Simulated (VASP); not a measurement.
# TiAl (Pm-3m) in VASP: a series of runs

The runs below take TiAl through single point, with PBE-based screened hybrid with 25 % exact exchange, r2SCAN50.

Program: VASP 6.6.1. These are calculated values, not measurements. Logs are shortened: lines on timing, memory, paths and dates and some standing lists are left out, and cuts for length are marked.

## Step 1: The cell of the first run

The structure is cubic, space group Pm-3m (No. 221). The conventional cell has a = 3.179 Å, b = 3.179 Å, c = 3.179 Å, α = 90.00°, β = 90.00°, γ = 90.00°. Ti (site symmetry m-3m) has 8 Al at 2.75 Å and 6 Ti at 3.18 Å within 3.6 Å. Within 3.6 Å of Al (site symmetry m-3m) lie 8 Ti at 2.75 Å and 6 Al at 3.18 Å.

## Step 2: Single point, PBE-based screened hybrid with 25 % exact exchange

File POSCAR:

```
TiAl
1.0
    3.1790640000      0.0000000000      0.0000000000
    0.0000000000      3.1790640000      0.0000000000
    0.0000000000      0.0000000000      3.1790640000
Ti Al
1 1
Direct
    0.0000000000      0.0000000000      0.0000000000
    0.5000000000      0.5000000000      0.5000000000
```

File INCAR.step1:

```
PREC = Accurate
ENCUT = 400
EDIFF = 1E-5
ISMEAR = -1
SIGMA = 0.01
LREAL = False
LASPH = True
NELM = 120
ALGO = Normal
ISIF = 2
LWAVE = True
LCHARG = False
GGA = PE
NBANDS = 14
GGA_COMPAT = False
```

File INCAR.step2:

```
PREC = Accurate
ENCUT = 400
EDIFF = 1E-6
ISMEAR = -1
SIGMA = 0.01
LREAL = False
LASPH = True
NELM = 120
ALGO = Normal
ISIF = 2
LWAVE = False
LCHARG = False
GGA = PE
LHFCALC = True
AEXX = 0.25
HFSCREEN = 0.3
PRECFOCK = Normal
ISTART = 1
NBANDS = 14
GGA_COMPAT = False
```

File KPOINTS:

```
Automatic mesh
0
Gamma
  6 6 6
```

Potentials or basis: VASP PAW PBE potentials, release 64 (Ti_sv, Al).

The run is started by

```console
$ cat potpaw_PBE.64/Ti_sv/POTCAR potpaw_PBE.64/Al/POTCAR > POTCAR
$ cp INCAR.step1 INCAR
$ mpirun -np 1 vasp_std > vasp.out
$ cp INCAR.step2 INCAR
$ mpirun -np 1 vasp_std > vasp.out
```

OUTCAR:

```text
PREC = Accurate
   ENCUT = 400
   EDIFF = 1E-6
   ISMEAR = -1
   LREAL = False
   LASPH = True
   NELM = 120
   ISIF = 2
   GGA = PE
   LHFCALC = True
   AEXX = 0.25
   HFSCREEN = 0.3
   PRECFOCK = Normal
   ISTART = 1

 ion  position               nearest neighbor table
   1  0.000  0.000  0.000-   2 2.75   2 2.75   2 2.75   2 2.75   2 2.75   2 2.75   2 2.75   2 2.75

   2  0.500  0.500  0.500-   1 2.75   1 2.75   1 2.75   1 2.75   1 2.75   1 2.75   1 2.75   1 2.75

  LATTYP: Found a simple cubic cell.
 ALAT       =     3.1790640000

  Lattice vectors:

 A1 = (   3.1790640000,   0.0000000000,   0.0000000000)
 A2 = (   0.0000000000,   3.1790640000,   0.0000000000)
 A3 = (   0.0000000000,   0.0000000000,   3.1790640000)

Analysis of symmetry for initial positions (statically):
=====================================================================
 Subroutine PRICEL returns:
 Original cell was already a primitive cell.

 Routine SETGRP: Setting up the symmetry group for a
 simple cubic supercell.

 Subroutine GETGRP returns: Found 48 space group operations
 (whereof 48 operations were pure point group operations)
 out of a pool of 48 trial point group operations.

The static configuration has the point symmetry O_h .

Analysis of symmetry for dynamics (positions and initial velocities):
=====================================================================
 Subroutine PRICEL returns:
 Original cell was already a primitive cell.

 Routine SETGRP: Setting up the symmetry group for a
 simple cubic supercell.

 Subroutine GETGRP returns: Found 48 space group operations
 (whereof 48 operations were pure point group operations)
 out of a pool of 48 trial point group operations.

The dynamic configuration has the point symmetry O_h .

 Subroutine INISYM returns: Found 48 space group operations
 (whereof 48 operations are pure point group operations),
 and found     1 'primitive' translations

----------------------------------------------------------------------------------------

                                     Primitive cell

  volume of cell :      32.1290

  direct lattice vectors                    reciprocal lattice vectors
     3.179064000  0.000000000  0.000000000     0.314557996  0.000000000  0.000000000
     0.000000000  3.179064000  0.000000000     0.000000000  0.314557996  0.000000000
     0.000000000  0.000000000  3.179064000     0.000000000  0.000000000  0.314557996

  length of vectors
     3.179064000  3.179064000  3.179064000     0.314557996  0.314557996  0.314557996

  position of ions in fractional coordinates (direct lattice)
     0.000000000  0.000000000  0.000000000
     0.500000000  0.500000000  0.500000000

  ion indices of the primitive-cell ions
   primitive index   ion index
                 1           1
                 2           2

----------------------------------------------------------------------------------------

 KPOINTS: Automatic mesh

Automatic generation of k-mesh.
 Grid dimensions read from file:
 generate k-points for:    6    6    6

 Generating k-lattice:

  Cartesian coordinates                     Fractional coordinates (reciprocal lattice)
     0.052426333  0.000000000  0.000000000     0.166666667  0.000000000  0.000000000
     0.000000000  0.052426333  0.000000000     0.000000000  0.166666667  0.000000000
     0.000000000  0.000000000  0.052426333     0.000000000  0.000000000  0.166666667

  Length of vectors
     0.052426333  0.052426333  0.052426333

  Shift w.r.t. Gamma in fractional coordinates (k-lattice)
     0.000000000  0.000000000  0.000000000

 Subroutine IBZKPT returns following result:
 ===========================================

 Found     20 irreducible k-points:

 Following reciprocal coordinates:
            Coordinates               Weight
  0.000000  0.000000  0.000000      1.000000
  0.166667  0.000000  0.000000      6.000000
  0.333333  0.000000  0.000000      6.000000
  0.500000  0.000000  0.000000      3.000000
  0.166667  0.166667  0.000000     12.000000
  0.333333  0.166667  0.000000     24.000000
[... 12 lines left out ...]
  0.500000  0.500000  0.333333      6.000000
  0.500000  0.500000  0.500000      1.000000
   k-points           NKPTS =     20   k-points in BZ     NKDIM =    216   number of bands    NBANDS=     14
   number of dos      NEDOS =    301   number of ions     NIONS =      2
   total plane-waves  NPLWV =  13824
   dimension x,y,z NGX =    24 NGY =   24 NGZ =   24
   dimension x,y,z NGXF=    48 NGYF=   48 NGZF=   48
   ions per type =               1   1
   NGX,Y,Z   is equivalent  to a cutoff of  12.55, 12.55, 12.55 a.u.
   NGXF,Y,Z  is equivalent  to a cutoff of  25.10, 25.10, 25.10 a.u.
 SYSTEM =  unknown system
   PREC   = accura    normal or accurate (medium, high low for compatibility)
   ISTART =      1    job   : 0-new  1-cont  2-samecut
   ICHARG =      0    charge: 1-file 2-atom 10-const
   ISPIN  =      1    spin polarized calculation?
   LNONCOLLINEAR =      F non collinear calculations
   LSORBIT =      F    spin-orbit coupling
   LASPH  =      T    aspherical Exc in radial PAW
   ENCUT  =  400.0 eV  29.40 Ry    5.42 a.u.   5.18  5.18  5.18*2*pi/ulx,y,z
   NELM   =    120;   NELMIN=  2; NELMDL=  0     # of ELM steps
   EDIFF  = 0.1E-05   stopping-criterion for ELM
   LREAL  =      F    real-space projection
   EDIFFG = 0.1E-04   stopping-criterion for IOM
   NSW    =      0    number of steps for IOM
   IBRION =     -1    ionic relax: 0-MD 1-quasi-New 2-CG
   NFREE  =      0    steps in history (QN), initial steepest desc. (CG)
   ISIF   =      2    stress and relaxation
   ISYM   =      3    0-nonsym 1-usesym 2-fastsym
   POTIM  = 0.5000    time-step for ionic-motion
   TEBEG  =    0.0;   TEEND  =   0.0 temperature during run
   PSTRESS=    0.0 pullay stress
   NELECT =      15.0000    total number of electrons
   NUPDOWN=      -1.0000    fix difference up-down
   EMIN   =  10.00;   EMAX   =-10.00  energy-range for DOS
   EFERMI =   0.00;   METHOD = LEGACY
   ISMEAR =    -1;   SIGMA  =   0.01  broadening in eV -4-tet -1-fermi 0-gaus
   EFERMI_NEDOS =   21; number of points for ismear=-14 and -15
   IALGO  =     38    algorithm
   IMIX   =      1    mixing-type and parameters
     AMIX     =   0.40;   BMIX     =  1.00
     AMIX_MAG =   1.60;   BMIX_MAG =  1.00
  volume/ion in A,a.u.               =      16.06       108.41
  Fermi-wavevector in a.u.,A,eV,Ry     =   1.270007  2.399964 21.945065  1.612917
  Thomas-Fermi vector in A             =   2.403017
   LORBIT       =      0    0 simple, 1 ext, 2 COOP (PROOUT), +10 PAW based schemes
   GGA     = PE    functional components
   LHFCALC =     T    Hartree Fock is set to
   PRECFOCK=normal    Normal, Fast or Accurate (Low or Medium for compatibility)
   ENCUT4O =  -1.0   cutoff for four orbital integrals eV
   NKREDX  =     1    reduce k-point grid by
   NKREDY  =     1    reduce k-point grid by
   NKREDZ  =     1    reduce k-point grid by
   AEXX    =    0.2500 exact exchange contribution
   HFSCREEN=    0.3000 screening length (either q_TF or 0.3 A-1)
   HFSCREENC=   0.3000 screening length for correlation (either q_TF or 0.3 A-1)
   ENCUTFOCK=  -1.0 apply spherical cutoff to Coloumb kernel
   IVDW    =     0    specifies the selected vdW correction
   LEPSILON=     F    determine dielectric tensor
   LRPA    =     F    only Hartree local field effects (RPA)
 non-spin polarized calculation
  energy-cutoff  :      400.00
  volume of cell :       32.13
 maximum number of plane-waves:       624
 NGX is ok and might be reduce to    24
  NGX = 16; NGY = 16; NGZ = 16

 number of electron      14.9999993 magnetization

 Free energy of the ion-electron system (eV)
  ---------------------------------------------------
  ext. energy  EPLUGINS =         0.00000000
  ---------------------------------------------------
  free energy    TOTEN  =       -13.75472853 eV

  energy without entropy =      -13.75375714  energy(sigma->0) =      -13.75424283

 E-fermi :   9.0707     XC(G=0):  -9.2740

 val. band max:        8.8363026352   @ k =   0.3333   0.3333   0.1667
 cond. band min:       9.0923130044   @ k =   0.3333   0.1667   0.1667
 fundamental gap:      0.2560103692
 Fermi energy:         9.0706848049

 k-point     1 :       0.0000    0.0000    0.0000
  band No.  band energies     occupation
      1     -52.7027      2.00000
      2     -27.2756      2.00000
      3     -27.2756      2.00000
      4     -27.2756      2.00000
      5      -1.6771      2.00000
      6       6.9671      2.00000
      7       6.9671      2.00000
      8      11.4229      0.00000
      9      11.4229      0.00000
     10      11.4229      0.00000
     11      13.6102      0.00000
     12      13.6102      0.00000
     13      13.6102      0.00000
     14      18.3769      0.00000

 k-point     2 :       0.1667    0.0000    0.0000
  band No.  band energies     occupation
      1     -52.6981      2.00000
      2     -27.3295      2.00000
      3     -27.2714      2.00000
      4     -27.2714      2.00000
      5      -1.1866      2.00000
      6       6.6208      2.00000
      7       7.1867      2.00000
      8      10.6628      0.00000
      9      10.6628      0.00000
     10      11.4807      0.00000
     11      12.3403      0.00000
     12      14.6963      0.00000
     13      14.6963      0.00000
     14      17.7215      0.00000
[... 275 lines left out ...]
      1     -52.6554      2.00000
      2     -27.4331      2.00000
      3     -27.4331      2.00000
      4     -27.3803      2.00000
      5       4.6418      2.00000
      6       5.6117      2.00000
      7       5.6117      2.00000
      8       9.5999      0.00000
      9      11.0365      0.00000
     10      11.3500      0.00000
     11      11.3500      0.00000
     12      11.9916      0.00000
     13      13.5200      0.00000
     14      16.3815      0.00000

 k-point    20 :       0.5000    0.5000    0.5000
  band No.  band energies     occupation
      1     -52.6525      2.00000
      2     -27.4255      2.00000
      3     -27.4255      2.00000
      4     -27.4255      2.00000
      5       5.4225      2.00000
      6       5.4225      2.00000
      7       5.4225      2.00000
      8       9.6474      0.00000
      9      11.8920      0.00000
     10      11.8920      0.00000
     11      11.8920      0.00000
     12      12.0052      0.00000
     13      12.0052      0.00000
     14      16.3281      0.00000

------------------------ aborting loop because EDIFF is reached ----------------------------------------

  FORCE on cell =-STRESS in cart. coord.  units (eV):
  Direction    XX          YY          ZZ          XY          YZ          ZX
  --------------------------------------------------------------------------------------
  -------------------------------------------------------------------------------------
  Total       -0.4637897     -0.4637897     -0.4637897      0.0000000     -0.0000000      0.0000000
  in kB      -23.1277749    -23.1277749    -23.1277749      0.0000000     -0.0000000      0.0000000
  external PRESSURE =     -23.1277749 kB  Pullay stress =       0.0000000 kB

 VOLUME and BASIS-vectors are now :
 -----------------------------------------------------------------------------
  energy-cutoff  :      400.00
  volume of cell :       32.13
      direct lattice vectors                 reciprocal lattice vectors
     3.179064000  0.000000000  0.000000000     0.314557996  0.000000000  0.000000000
     0.000000000  3.179064000  0.000000000     0.000000000  0.314557996  0.000000000
     0.000000000  0.000000000  3.179064000     0.000000000  0.000000000  0.314557996

 POSITION                                       TOTAL-FORCE (eV/Angst)
 -----------------------------------------------------------------------------------
      0.00000      0.00000      0.00000         0.000000      0.000000      0.000000
      1.58953      1.58953      1.58953         0.000000      0.000000      0.000000
 -----------------------------------------------------------------------------------
    total drift:                               -0.000026     -0.000033     -0.000027

  FREE ENERGIE OF THE ION-ELECTRON SYSTEM (eV)
  ---------------------------------------------------
  free  energy   TOTEN  =       -13.7547285251 eV

  energy  without entropy=      -13.7537571440  energy(sigma->0) =      -13.75424283
```

It took 5.9 min on 1 thread of Intel Xeon 6975P-C (Granite Rapids), shared host; peak memory 0.24 GiB.

What came out:

```
Free energy            : -13.7547 eV
Pressure               : -2.3 GPa
Band gap on the k mesh : zero (an odd number of electrons rules out a gap without spin polarisation)
```

Caveat: the PAW data sets were made with another functional, which shifts forces and pressure a little.

## Step 3: Single point, r2SCAN50

POSCAR is that of step 2.

File INCAR.step1:

```
SYSTEM = TiAl
  ALGO = Normal
  EDIFF = 1E-5
  ENCUT = 440
  GGA = PE
  GGA_COMPAT = .False.
  ISIF = 2
  ISMEAR = -1
  LASPH = .True.
  LREAL = .False.
  LWAVE = .True.
  NBANDS = 14
  NELM = 120
  PREC = Accurate
  SIGMA = 0.15
```

File INCAR.step2:

```
SYSTEM = TiAl
  AEXX = 0.5
  ALGO = Normal
  EDIFF = 1E-6
  ENCUT = 440
  GGA_COMPAT = .False.
  ISIF = 2
  ISMEAR = -1
  ISTART = 1
  LASPH = .True.
  LCHARG = .True.
  LELF = .True.
  LHFCALC = .True.
  LMIXTAU = .True.
  LREAL = .False.
  LVHAR = .True.
  LWAVE = .False.
  METAGGA = R2SCAN
  NBANDS = 14
  NELM = 120
  PREC = Accurate
  PRECFOCK = Normal
  SIGMA = 0.15
```

File KPOINTS:

```
k-points
0
Gamma
  6 6 6
  0 0 0
```

Potentials or basis: VASP PAW PBE potentials, release 64 (Ti_sv, Al).

The run is started by

```console
$ cat potpaw_PBE.64/Ti_sv/POTCAR potpaw_PBE.64/Al/POTCAR > POTCAR
$ cp INCAR.step1 INCAR
$ mpirun -np 1 vasp_std > vasp.out
$ cp INCAR.step2 INCAR
$ mpirun -np 1 vasp_std > vasp.out
```

It took 26 min on 1 thread of Intel Xeon 6975P-C (Granite Rapids), shared host; peak memory 0.15 GiB.

The run converged. Its results:

```
Free energy            : -23.6035 eV
Pressure               : -5.4 GPa
Band gap on the k mesh : zero (an odd number of electrons rules out a gap without spin polarisation)
```

Levels at points of the mesh, in eV from the Fermi level:
```csv
k point,band 5,band 6,band 7,band 8,band 9,band 10
"(0.00, 0.00, 0.00)",-13.85,-4.14,-4.14,4.06,4.06,4.06
"(0.50, 0.00, 0.00)",-9.73,-8.77,-2.97,1.36,1.36,4.22
"(0.50, 0.50, 0.00)",-7.98,-4.76,-4.76,-4.05,2.44,2.44
"(0.50, 0.50, 0.50)",-5.35,-5.35,-5.35,1.06,3.39,3.39
```

Caveat: the cell stands under tension; the PAW data sets were made with another functional, which shifts forces and pressure a little.
